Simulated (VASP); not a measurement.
The system is Cu.

```
CELL_PARAMETERS angstrom
0.00000 1.84295 1.84295
1.84295 0.00000 1.84295
1.84295 1.84295 0.00000
ATOMIC_POSITIONS crystal
Cu 0.00000 0.00000 0.00000
```

Base run:

```yaml
Program: VASP 6.6.1
Functional: RPBE
Dispersion: D3(BJ)
Potentials_or_basis: VASP PAW PBE potentials, release 64 (Cu)
Cutoff: 600 eV
k_mesh: 13 × 13 × 13
Occupations: fermi-dirac, width 0.05 eV
Spin: no spin polarisation
```

Its results: pressure -36.5 GPa.

Question: The run is repeated on the same cell with these changes: functional from RPBE to r2SCAN; dispersion from D3(BJ) to rVV10; cutoff from 600 eV to 520 eV. What comes out?

Answer: Pressure -13.0 GPa.

Several settings changed at once, so the effect can't be laid on one alone.

Caveats: the PAW data sets were made with another functional, which shifts forces and pressure a little; pairwise dispersion overbinds metals, which lowers pressure and volume (some runs).
